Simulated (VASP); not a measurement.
Cr: electric field gradients with LDA

The system is Cr.

```
Cr
1.0
    -1.44195    1.44195    1.44195
     1.44195   -1.44195    1.44195
     1.44195    1.44195   -1.44195
Cr
1
Direct
  0.00000 0.00000 0.00000
```

| Quantity | Value |
| --- | --- |
| Program | VASP 6.6.1 |
| Task | electric field gradients |
| Functional | LDA |
| Potentials or basis | VASP PAW LDA potentials, release 64 (Cr_pv) |
| Cutoff | 400 eV |
| k mesh | 18 × 18 × 18 |
| Occupations | fermi-dirac, width 0.08 eV |
| Spin | collinear spin, ferromagnetic start |
| Starting moments | [3.0] μB |
| Dipole correction | no |
| Further INCAR settings | ALGO = Normal; EDIFF = 1e-08; NBANDS = 16 |

```
Pressure                                              : -25.8 GPa
Band gap on the k mesh                                : zero (filled and empty bands overlap)
Net moment                                            : 0.00 μB per cell
Valence electrons inside the program's atomic spheres : Cr 10.98
```

Levels at points of the mesh, in eV from the Fermi level:
Spin up:
| k point | band 4 | band 5 | band 6 | band 7 | band 8 | band 9 |
| --- | --- | --- | --- | --- | --- | --- |
| (0.00, 0.00, 0.00) | -7.66 | -0.88 | -0.88 | -0.88 | 1.02 | 1.02 |
| (0.50, 0.00, 0.00) | -4.26 | -2.34 | 1.04 | 1.11 | 1.34 | 2.71 |
| (0.50, 0.50, 0.50) | -4.13 | -4.13 | 2.34 | 2.34 | 2.34 | 5.33 |
Spin down:
| k point | band 3 | band 4 | band 5 | band 6 | band 7 | band 8 | band 9 | band 10 |
| --- | --- | --- | --- | --- | --- | --- | --- | --- |
| (0.00, 0.00, 0.00) | -42.39 | -7.66 | -0.88 | -0.88 | -0.88 | 1.02 | 1.02 | 5.33 |
| (0.50, 0.00, 0.00) | -42.39 | -4.26 | -2.34 | 1.04 | 1.11 | 1.34 | 2.71 | 5.33 |
| (0.50, 0.50, 0.50) | -42.97 | -4.13 | -4.13 | 2.34 | 2.34 | 2.34 | 5.33 | 10.27 |

Run time: 30 s on 1 thread of Intel Xeon 6455B, with other jobs on the host, peak memory 0.14 GiB.

Caveat: the starting moments collapsed, and a magnetic state may lie lower; without QUAD_EFG the Cq values of the log hold for a quadrupole moment of 1 mb, not for the nuclei.
